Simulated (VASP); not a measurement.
Here is a VASP 6.6.1 calculation.

INCAR

```
PREC = Accurate
ENCUT = 520
EDIFF = 1E-8
ISMEAR = -1
SIGMA = 0.08
LREAL = F
LASPH = T
NELM = 100
ALGO = Normal
ISIF = 2
LWAVE = F
LCHARG = F
GGA = PE
LEFG = T
NBANDS = 17
```

KPOINTS

```
regular mesh
0
Gamma
  11 11 6
```

Contents of POSCAR:

```
Sr
1.0
    4.2978980819      0.0000000000      0.0000000000
   -2.1489490409      3.7220889218      0.0000000000
    0.0000000000      0.0000000000      7.0450325218
Sr
2
Direct
    0.3333333333      0.6666666667      0.2500000000
    0.6666666667      0.3333333333      0.7500000000
```

Potentials or basis: VASP PAW PBE potentials, release 64 (Sr_sv).

Launch:

```console
$ cat potpaw_PBE.64/Sr_sv/POTCAR > POTCAR
$ mpirun -np 1 vasp_std > vasp.out
```

(1) Estimate the band gap on the k mesh.

(2) Estimate the pressure.

Results:

(1) zero (band 10 reaches 1.62 eV, above the bottom of band 11 at 1.50 eV).

(2) -0.2 GPa.

Caveat: without QUAD_EFG the Cq values of the log hold for a quadrupole moment of 1 mb, not for the nuclei.
